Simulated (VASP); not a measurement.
# TiO2 (P2_1/c) in VASP: electric field gradients with PBE

Aim: the electric field gradients of TiO2 with PBE.

All numbers are computed with VASP 6.6.1; they aren't measurements. Logs are shortened: lines on timing, memory, paths and dates and some standing lists are left out, and cuts for length are marked.

**1. The cell of the first run**

The structure is monoclinic, space group P2_1/c (No. 14). Conventional cell: a = 4.813 Å, b = 4.872 Å, c = 5.041 Å, α = 90.00°, β = 99.86°, γ = 90.00°. Ti (site symmetry 1) has 7 O at 1.88 to 2.20 Å within 2.5 Å. Within 2.8 Å of O (site symmetry 1) lie 4 Ti at 2.00 to 2.20 Å and 8 O at 2.41 to 2.80 Å. Within 2.5 Å of O (site symmetry 1) lie 3 Ti at 1.88 to 2.03 Å and 2 O at 2.41 to 2.43 Å.

**2. Electric field gradients, PBE**

Input file INCAR:

```
  PREC = Accurate
  ENCUT = 520
  EDIFF = 1E-8
  ISMEAR = -1
  SIGMA = 0.02
  LREAL = False
  LASPH = True
  NELM = 100
  ALGO = Normal
  ISIF = 2
  LWAVE = False
  LCHARG = False
  GGA = PE
  LEFG = True
  NBANDS = 60
```

Input file KPOINTS:

```
Automatic mesh
0
Gamma
  5 4 4
```

Input file POSCAR:

```
TiO2
1.0
    4.8126997814      0.0000000000      0.0000000000
    0.0000000000      4.8718844600      0.0000000000
   -0.8628854487      0.0000000000      4.9665942755
Ti O
4 8
Direct
    0.2774352600      0.4471916400      0.7131482700
    0.7225647400      0.9471916400      0.7868517300
    0.7225647400      0.5528083600      0.2868517300
    0.2774352600      0.0528083600      0.2131482700
    0.4453609900      0.7423682600      0.9667718600
    0.5546390100      0.2423682600      0.5332281400
    0.5546390100      0.2576317400      0.0332281400
    0.4453609900      0.7576317400      0.4667718600
    0.0638382200      0.3230344800      0.3515567400
    0.9361617800      0.8230344800      0.1484432600
    0.9361617800      0.6769655200      0.6484432600
    0.0638382200      0.1769655200      0.8515567400
```

Potentials or basis: VASP PAW PBE potentials, release 64 (Ti_sv, O).

Command:

```
cat potpaw_PBE.64/Ti_sv/POTCAR potpaw_PBE.64/O/POTCAR > POTCAR
mpirun -np 1 vasp_std > vasp.out
```

OUTCAR:

```text
PREC = Accurate
   ENCUT = 520
   EDIFF = 1E-8
   ISMEAR = -1
   LREAL = False
   LASPH = True
   NELM = 100
   ISIF = 2
   GGA = PE

 ion  position               nearest neighbor table
   1  0.277  0.447  0.713-  12 1.88  11 1.97   5 2.00   6 2.00   9 2.03   7 2.12   8 2.20
   2  0.723  0.947  0.787-  11 1.88  12 1.97   6 2.00   5 2.00  10 2.03   8 2.12   7 2.20
   3  0.723  0.553  0.287-  10 1.88   9 1.97   7 2.00   8 2.00  11 2.03   5 2.12   6 2.20
   4  0.277  0.053  0.213-   9 1.88  10 1.97   8 2.00   7 2.00  12 2.03   6 2.12   5 2.20
   5  0.445  0.742  0.967-   1 2.00   2 2.00   3 2.12   4 2.20
   6  0.555  0.242  0.533-   2 2.00   1 2.00   4 2.12   3 2.20
   7  0.555  0.258  0.033-   3 2.00   4 2.00   1 2.12   2 2.20
   8  0.445  0.758  0.467-   4 2.00   3 2.00   2 2.12   1 2.20
   9  0.064  0.323  0.352-   4 1.88   3 1.97   1 2.03
  10  0.936  0.823  0.148-   3 1.88   4 1.97   2 2.03
  11  0.936  0.677  0.648-   2 1.88   1 1.97   3 2.03
  12  0.064  0.177  0.852-   1 1.88   2 1.97   4 2.03

  LATTYP: Found a simple monoclinic cell.
 ALAT       =     4.8126997814
 B/A-ratio  =     1.0122976045
 C/A-ratio  =     1.0474359860
 COS(beta)  =    -0.1711736391

  Lattice vectors:

 A1 = (   4.8126997814,   0.0000000000,   0.0000000000)
 A2 = (   0.0000000000,   4.8718844600,   0.0000000000)
 A3 = (  -0.8628854487,   0.0000000000,   4.9665942755)

Analysis of symmetry for initial positions (statically):
=====================================================================
 Subroutine PRICEL returns:
 Original cell was already a primitive cell.

 Routine SETGRP: Setting up the symmetry group for a
 simple monoclinic supercell.

 Subroutine GETGRP returns: Found  4 space group operations
 (whereof  2 operations were pure point group operations)
 out of a pool of  4 trial point group operations.

The static configuration has the point symmetry S_2 .
 The point group associated with its full space group is C_2h.

Analysis of symmetry for dynamics (positions and initial velocities):
=====================================================================
 Subroutine PRICEL returns:
 Original cell was already a primitive cell.

 Routine SETGRP: Setting up the symmetry group for a
 simple monoclinic supercell.

 Subroutine GETGRP returns: Found  4 space group operations
 (whereof  2 operations were pure point group operations)
 out of a pool of  4 trial point group operations.

The dynamic configuration has the point symmetry S_2 .
 The point group associated with its full space group is C_2h.

 Subroutine INISYM returns: Found  4 space group operations
 (whereof  2 operations are pure point group operations),
 and found     1 'primitive' translations

----------------------------------------------------------------------------------------

                                     Primitive cell

  volume of cell :     116.4513

  direct lattice vectors                    reciprocal lattice vectors
     4.812699781  0.000000000  0.000000000     0.207783582  0.000000000  0.036099874
     0.000000000  4.871884460  0.000000000     0.000000000  0.205259383  0.000000000
    -0.862885449  0.000000000  4.966594276     0.000000000  0.000000000  0.201345217

  length of vectors
     4.812699781  4.871884460  5.040994941     0.210896225  0.205259383  0.201345217

  position of ions in fractional coordinates (direct lattice)
     0.277435260  0.447191640  0.713148270
     0.722564740  0.947191640  0.786851730
     0.722564740  0.552808360  0.286851730
     0.277435260  0.052808360  0.213148270
     0.445360990  0.742368260  0.966771860
     0.554639010  0.242368260  0.533228140
     0.554639010  0.257631740  0.033228140
     0.445360990  0.757631740  0.466771860
     0.063838220  0.323034480  0.351556740
     0.936161780  0.823034480  0.148443260
     0.936161780  0.676965520  0.648443260
     0.063838220  0.176965520  0.851556740

[... 108 lines left out ...]
  Fermi-wavevector in a.u.,A,eV,Ry     =   1.535031  2.900788 32.059674  2.356320
  Thomas-Fermi vector in A             =   2.641876
   LORBIT       =      0    0 simple, 1 ext, 2 COOP (PROOUT), +10 PAW based schemes
   GGA     = PE    functional components
   LHFCALC =     F    Hartree Fock is set to
   AEXX    =    0.0000 exact exchange contribution
   IVDW    =     0    specifies the selected vdW correction
   LEPSILON=     F    determine dielectric tensor
   LRPA    =     F    only Hartree local field effects (RPA)
 non-spin polarized calculation
  energy-cutoff  :      520.00
  volume of cell :      116.45
 maximum number of plane-waves:      3162
   NGX = 17   NGY = 19   NGZ = 19

 number of electron      95.9999990 magnetization

 Free energy of the ion-electron system (eV)
  ---------------------------------------------------
  ext. energy  EPLUGINS =         0.00000000
  ---------------------------------------------------
  free energy    TOTEN  =      -106.92698021 eV

  energy without entropy =     -106.92698021  energy(sigma->0) =     -106.92698021

 E-fermi :   6.0951     XC(G=0): -11.8611

 val. band max:        5.6630155375   @ k =   0.0000   0.0000   0.0000
 cond. band min:       7.9829538815   @ k =   0.4000   0.0000  -0.0000
 fundamental gap:      2.3199383440
 Fermi energy:         6.0951054738

 k-point     1 :       0.0000    0.0000    0.0000
  band No.  band energies     occupation
      1     -51.0173      2.00000
      2     -50.9811      2.00000
      3     -50.9801      2.00000
      4     -50.9785      2.00000
      5     -27.4444      2.00000
      6     -27.4196      2.00000
[... 1501 lines left out ...]
     59      10.0414      0.00000
     60      10.0419      0.00000

 [... further k-points ...]

------------------------ aborting loop because EDIFF is reached ----------------------------------------

  FORCE on cell =-STRESS in cart. coord.  units (eV):
  Direction    XX          YY          ZZ          XY          YZ          ZX
  --------------------------------------------------------------------------------------
  -------------------------------------------------------------------------------------
  Total        3.5075148      3.5710074      3.6347218      0.0000000      0.0000000      0.0196008
  in kB       48.2575933     49.1311462     50.0077512      0.0000000      0.0000000      0.2696745
  external PRESSURE =      49.1321636 kB  Pullay stress =       0.0000000 kB

 VOLUME and BASIS-vectors are now :
 -----------------------------------------------------------------------------
  energy-cutoff  :      520.00
  volume of cell :      116.45
      direct lattice vectors                 reciprocal lattice vectors
     4.812699781  0.000000000  0.000000000     0.207783582  0.000000000  0.036099874
     0.000000000  4.871884460  0.000000000     0.000000000  0.205259383  0.000000000
    -0.862885449  0.000000000  4.966594276     0.000000000  0.000000000  0.201345217

 POSITION                                       TOTAL-FORCE (eV/Angst)
 -----------------------------------------------------------------------------------
      0.71985      2.17867      3.54192         0.026904     -0.052742      0.080370
      2.79852      4.61461      3.90797        -0.026904     -0.052742     -0.080370
      3.22997      2.69322      1.42468        -0.026904      0.052742     -0.080370
      1.15129      0.25728      1.05862         0.026904      0.052742      0.080370
      1.30918      3.61673      4.80156        -0.057366     -0.011580      0.002216
      2.20920      1.18079      2.64833         0.057366     -0.011580     -0.002216
      2.64064      1.25515      0.16503         0.057366      0.011580     -0.002216
      1.74062      3.69109      2.31827        -0.057366      0.011580      0.002216
      0.00388      1.57379      1.74604        -0.023646     -0.018571     -0.073343
      4.37738      4.00973      0.73726         0.023646     -0.018571      0.073343
      3.94593      3.29810      3.22055         0.023646      0.018571      0.073343
     -0.42756      0.86216      4.22934        -0.023646      0.018571     -0.073343
 -----------------------------------------------------------------------------------
    total drift:                               -0.000000      0.000000      0.000000

  FREE ENERGIE OF THE ION-ELECTRON SYSTEM (eV)
  ---------------------------------------------------
  free  energy   TOTEN  =      -106.9269802118 eV

  energy  without entropy=     -106.9269802118  energy(sigma->0) =     -106.92698021

 Electric field gradients (V/A^2)
---------------------------------------------------------------------
 ion       V_xx      V_yy      V_zz      V_xy      V_xz      V_yz
---------------------------------------------------------------------
   1      -4.501   -12.389    16.891     0.783    -9.907    -9.452
   2      -4.501   -12.389    16.891    -0.783    -9.907     9.452
   3      -4.501   -12.389    16.891     0.783    -9.907    -9.452
   4      -4.501   -12.389    16.891    -0.783    -9.907     9.452
   5       5.708    -1.772    -3.936     0.460    -6.117     8.947
   6       5.708    -1.772    -3.936    -0.460    -6.117    -8.947
   7       5.708    -1.772    -3.936     0.460    -6.117     8.947
   8       5.708    -1.772    -3.936    -0.460    -6.117    -8.947
   9      -0.548     0.618    -0.071   -19.256     0.804    11.243
  10      -0.548     0.618    -0.071    19.256     0.804   -11.243
  11      -0.548     0.618    -0.071   -19.256     0.804    11.243
  12      -0.548     0.618    -0.071    19.256     0.804   -11.243
---------------------------------------------------------------------

 Electric field gradients after diagonalization (V/A^2)
 (convention: |V_zz| > |V_xx| > |V_yy|)
----------------------------------------------------------------------
 ion       V_xx      V_yy      V_zz     asymmetry (V_yy - V_xx)/ V_zz
----------------------------------------------------------------------
   1     -15.670    -7.444    23.114       0.356
   2     -15.670    -7.444    23.114       0.356
   3     -15.670    -7.444    23.114       0.356
   4     -15.670    -7.444    23.114       0.356
   5      10.200     2.978   -13.179       0.548
   6      10.200     2.978   -13.179       0.548
   7      10.200     2.978   -13.179       0.548
   8      10.200     2.978   -13.179       0.548
   9      22.062     0.508   -22.570       0.955
  10      22.062     0.508   -22.570       0.955
  11      22.062     0.508   -22.570       0.955
  12      22.062     0.508   -22.570       0.955
----------------------------------------------------------------------

           NMR quadrupolar parameters

 Cq : quadrupolar parameter    Cq=e*Q*V_zz/h
 eta: asymmetry parameters     (V_yy - V_xx)/ V_zz
 Q  : nuclear electric quadrupole moment in mb (millibarn)
----------------------------------------------------------------------
 ion       Cq(MHz)       eta       Q (mb)
----------------------------------------------------------------------
   1       0.056       0.356       1.000
   2       0.056       0.356       1.000
   3       0.056       0.356       1.000
   4       0.056       0.356       1.000
   5      -0.032       0.548       1.000
   6      -0.032       0.548       1.000
   7      -0.032       0.548       1.000
   8      -0.032       0.548       1.000
   9      -0.055       0.955       1.000
  10      -0.055       0.955       1.000
  11      -0.055       0.955       1.000
  12      -0.055       0.955       1.000
----------------------------------------------------------------------
```

It took 4.8 min on 1 thread of Intel Xeon Platinum 8259CL at 2.50GHz (Skylake/Cascade Lake), shared host; peak memory 0.31 GiB.

What came out:

```
Free energy                             : -106.9270 eV
Pressure                                : 4.9 GPa
Largest force                           : 0.100 eV/Å
Band gap on the k mesh                  : 2.32 eV (least direct gap 2.38 eV)
Largest electric field gradient by atom : Ti +23.1; O -13.2, -22.6 (each value once) V/Å²
```

Forces on the atoms (eV/Å):
```
Ti   0.027 -0.053  0.080
Ti  -0.027 -0.053 -0.080
Ti  -0.027  0.053 -0.080
Ti   0.027  0.053  0.080
O   -0.057 -0.012  0.002
O    0.057 -0.012 -0.002
O    0.057  0.012 -0.002
O   -0.057  0.012  0.002
O   -0.024 -0.019 -0.073
O    0.024 -0.019  0.073
O    0.024  0.019  0.073
O   -0.024  0.019 -0.073
```

Stress tensor (GPa, compression positive):
```
4.83 0.00 0.03
0.00 4.91 0.00
0.03 0.00 5.00
```

Electric field gradients, principal values (V/Å²):
```
atom   least   middle  greatest (by size)
1 Ti  -7.444  -15.670              23.114
2 Ti  -7.444  -15.670              23.114
3 Ti  -7.444  -15.670              23.114
4 Ti  -7.444  -15.670              23.114
 5 O   2.978   10.200             -13.179
 6 O   2.978   10.200             -13.179
 7 O   2.978   10.200             -13.179
 8 O   2.978   10.200             -13.179
 9 O   0.508   22.062             -22.570
10 O   0.508   22.062             -22.570
11 O   0.508   22.062             -22.570
12 O   0.508   22.062             -22.570
```

Caveat: the cell stands under pressure; without QUAD_EFG the Cq values of the log hold for a quadrupole moment of 1 mb, not for the nuclei. A k mesh can miss the band edges.
